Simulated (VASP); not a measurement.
Set up this calculation in VASP 6.6.1, as the native input.

- Task: single point
- Functional: LDA
- Potentials or basis: VASP PAW LDA potentials, release 64 (B, N)
- Cutoff: 600 eV
- k mesh: 12 × 12 × 12
- Occupations: gaussian, width 0.02 eV
- Spin: no spin polarisation
- Dipole correction: no
- Further INCAR settings: ALGO = Normal; EDIFF = 1e-06; NBANDS = 11

The structure of BN (eos) lies in POSCAR:

```
BN
1.0
    0.0000000000      1.8076640489      1.8076640489
    1.8076640489      0.0000000000      1.8076640489
    1.8076640489      1.8076640489      0.0000000000
B N
1 1
Direct
    0.0000000000      0.0000000000      0.0000000000
    0.2500000000      0.2500000000      0.2500000000
```

This cell differs from its parent crystal: volume scaled by 1.03.

These files were run (other wordings do the same):

INCAR

```
  PREC = Accurate
  ENCUT = 600
  EDIFF = 1E-6
  ISMEAR = 0
  SIGMA = 0.02
  LREAL = F
  LASPH = T
  NELM = 120
  ALGO = Normal
  ISIF = 2
  LWAVE = F
  LCHARG = F
  NBANDS = 11
  GGA_COMPAT = F
```

KPOINTS

```
Automatic mesh
0
Gamma
  12 12 12
```

Potentials or basis: VASP PAW LDA potentials, release 64 (B, N).

Command:

```console
$ cat potpaw_LDA.64/B/POTCAR potpaw_LDA.64/N/POTCAR > POTCAR
$ mpirun -np 1 vasp_std > vasp.out
```

Results of the run:

```json
{"Pressure": "-10.4 GPa", "Band gap on the k mesh": "4.34 eV, indirect (least direct gap 8.68 eV)"}
```

It took 5.2 s on 1 thread of Intel(R) Xeon(R) Platinum 8375C CPU @ 2.90GHz (Ice Lake), with other jobs on the host, peak memory 0.12 GiB.
